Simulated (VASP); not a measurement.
A run of VASP 6.6.1 is set up as follows.

File INCAR:

```
  PREC = Accurate
  ENCUT = 520
  EDIFF = 1E-6
  ISMEAR = 0
  SIGMA = 0.1
  LREAL = False
  LASPH = True
  NELM = 150
  ALGO = Fast
  ISIF = 2
  LWAVE = False
  LCHARG = True
  ISPIN = 2
  MAGMOM = 0 0.92
  LORBIT = 11
  LMAXMIX = 4
  GGA = PE
  LELF = True
  LVHAR = True
  NBANDS = 17
```

KPOINTS

```
regular mesh
0
Gamma
  24 24 14
```

The input POSCAR:

```
AlCo
1.0
    2.7355997085      0.0000000000      0.0000000000
   -1.3677998542      2.3690988422      0.0000000000
    0.0000000000      0.0000000000      3.7961718126
Al Co
1 1
Direct
    0.6666666667      0.3333333333      0.0000000000
    0.0000000000      0.0000000000      0.5000000000
```

Potentials or basis: VASP PAW PBE potentials, release 64 (Al, Co).

Command:

```bash
$ cat potpaw_PBE.64/Al/POTCAR potpaw_PBE.64/Co/POTCAR > POTCAR
$ mpirun -np 1 vasp_std > vasp.out
```

**Question.** Estimate the net moment.

**Answer.** 0.65 μB per cell.

**Question.** Estimate the site moments.

**Answer.** Al -0.01; Co +0.70 μB.

**Question.** What does it give for the pressure?

**Answer.** -0.1 GPa.

Stress tensor (GPa, compression positive):
```
 0.07  0.00  0.00
 0.00  0.07  0.00
 0.00  0.00 -0.32
```
